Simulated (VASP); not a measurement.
# Na: single point with PBEsol

Na:

```
Na
1.0
     0.00000   -3.69621    0.00000
    -3.69621    0.00000    0.00000
     0.00000    0.00000   -5.18082
Na
2
Cartesian
  -2.0504 -1.8481 -2.5904
  0.2023 0.0000 0.0000
```

```json
{
  "Program": "VASP 6.6.1",
  "Task": "single point",
  "Functional": "PBEsol",
  "Potentials or basis": "VASP PAW PBE potentials, release 64 (Na_pv)",
  "Cutoff": "520 eV",
  "k mesh": "12 × 12 × 10",
  "Occupations": "gaussian, width 0.15 eV",
  "Spin": "no spin polarisation"
}
```

```yaml
Pressure: 0.3 GPa
Largest_force: 0.158 eV/Å
Band_gap_on_the_k_mesh: zero (band 7 reaches 3.41 eV, above the bottom of band 8 at -1.51 eV)
```

Forces in eV/Å, atoms in the order of the input:
```
Na   0.158  0.000  0.000
Na  -0.158  0.000  0.000
```

Stress tensor (GPa, compression positive):
```
0.02 0.00 0.00
0.00 0.38 0.00
0.00 0.00 0.49
```

Levels at points of the mesh, in eV from the Fermi level:
| k point | band 4 | band 5 | band 6 | band 7 | band 8 | band 9 | band 10 | band 11 |
| --- | --- | --- | --- | --- | --- | --- | --- | --- |
| (0.00, 0.00, 0.00) | -24.76 | -24.76 | -24.76 | -3.38 | 1.87 | 2.45 | 6.38 | 7.28 |
| (0.50, 0.00, 0.00) | -24.78 | -24.77 | -24.77 | -0.60 | -0.60 | 4.35 | 4.35 | 5.32 |
| (0.00, 0.50, 0.00) | -24.77 | -24.77 | -24.76 | -0.64 | -0.56 | 4.27 | 4.44 | 5.28 |
| (0.50, 0.50, 0.00) | -24.78 | -24.78 | -24.78 | 1.80 | 1.80 | 2.33 | 2.33 | 6.42 |
| (0.00, 0.00, 0.50) | -24.77 | -24.77 | -24.77 | -1.94 | -1.94 | 7.68 | 7.68 | 8.34 |
| (0.50, 0.00, 0.50) | -24.77 | -24.77 | -24.77 | 0.55 | 0.55 | 1.03 | 1.03 | 10.35 |
| (0.00, 0.50, 0.50) | -24.77 | -24.77 | -24.77 | 0.56 | 0.56 | 1.00 | 1.00 | 10.33 |
| (0.50, 0.50, 0.50) | -24.79 | -24.77 | -24.77 | 2.97 | 2.97 | 3.07 | 3.07 | 3.19 |

Wall time 94 s on 1 thread of Intel(R) Xeon(R) 6975P-C (Granite Rapids), on a shared host, peak memory 0.32 GiB.

Caveat: the PAW data sets were made with another functional, which shifts forces and pressure a little.
